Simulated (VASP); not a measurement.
Runs of VASP 6.6.1 on AlNi. The structure is that of space group Pm-3m (No. 221), or close to it. The cells are those of the table. 

```tsv
cell	gap on the mesh (eV)	pressure (GPa)
a = 2.792, b = 2.792, c = 2.900 Å, 2 atoms	none	12.6
a = 2.841, b = 2.841, c = 3.055 Å, 2 atoms	none	(a)
a = 2.937, b = 2.937, c = 2.978 Å, 2 atoms	none	-8.4
a = 2.841, b = 2.841, c = 2.823 Å, 2 atoms	none	10.9
a = 2.937, b = 2.937, c = 2.900 Å, 2 atoms	none	(b)
```

Alike in all rows: task single point; level PBE; potentials or basis VASP PAW PBE potentials, release 64 (Al, Ni); no spin polarisation; k mesh 16 × 16 × 16; cutoff (eV) 520; smearing gaussian 0.15 eV.

Fill in the values left out.

(a) -2.6; (b) -4.9.

Caveats: the cell stands under pressure (at least some runs); the cell stands under tension (at least some runs).

A gap of «none» marks levels without a gap at the run's occupations.
